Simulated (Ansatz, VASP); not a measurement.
**Ta2Mo: VASP beside Ansatz**

```
Ta Mo
1.0
     0.00000    3.13089    3.13089
     3.13089    0.00000    3.13089
     3.13089    3.13089    0.00000
Ta Mo
2 1
Direct
  0.25000 0.25000 0.25000
  0.75000 0.75000 0.75000
  0.00000 0.00000 0.00000
```

Alike in both runs: functional PBE; k mesh 6 × 6 × 6; occupations gaussian, width 0.1 eV; no spin polarisation.

Ansatz relaxed the structure, and its values are those at the end. VASP's run is a single point on that final structure, the one shown.

|  | VASP | Ansatz |
| --- | --- | --- |
| version | VASP 6.6.1 | Ansatz 0.2.0 |
| potentials or method | VASP PAW PBE potentials, release 64 (Ta_pv, Mo_sv), cutoff 520 eV | scalar-relativistic, plane waves, PAW |
| valence electrons in the cell | 36 | 40 |

|  | VASP | Ansatz | Ansatz less VASP |
| --- | --- | --- | --- |
| gap on the k mesh at the Fermi level (eV) | none | none | - |
| pressure (GPa) | 0.1 | 0.0 | -0.14 |

A gap of «none» marks a metal or a gap that the smearing closes. VASP's potentials hold 36 valence electrons a cell and Ansatz's 40, so a difference there can come from the potentials and not from the codes.

Neither program's run includes spin-orbit coupling.
